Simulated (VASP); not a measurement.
Ti:

```
Ti
1.0
    -1.64100    1.64100    1.69023
     1.64100   -1.64100    1.69023
     1.64100    1.64100   -1.69023
Ti
1
Direct
  0.00000 0.00000 0.00000
```

This cell differs from its parent crystal: zz strain of +3 %.

Base run:

* Program: VASP 6.6.1
* Functional: PBEsol
* Potentials or basis: VASP PAW PBE potentials, release 64 (Ti_sv)
* Cutoff: 520 eV
* k mesh: 14 × 14 × 14
* Occupations: fermi-dirac, width 0.05 eV
* Spin: no spin polarisation

Its results: band gap on the k mesh zero (bands 6 and 7 overlap by 1.51 eV); pressure -9.3 GPa.

Problem. The run is repeated on the same cell with these changes: cutoff from 520 eV to 400 eV; further incar settings from ALGO = Normal; EDIFF = 1e-06; NBANDS = 12 to ALGO = Normal; EDIFF = 1e-08; NBANDS = 12. What comes out?

Solution. Band gap on the k mesh zero (bands 6 and 7 overlap by 1.51 eV); pressure -9.9 GPa.

Caveats: the cell stands under tension; the PAW data sets were made with another functional, which shifts forces and pressure a little.
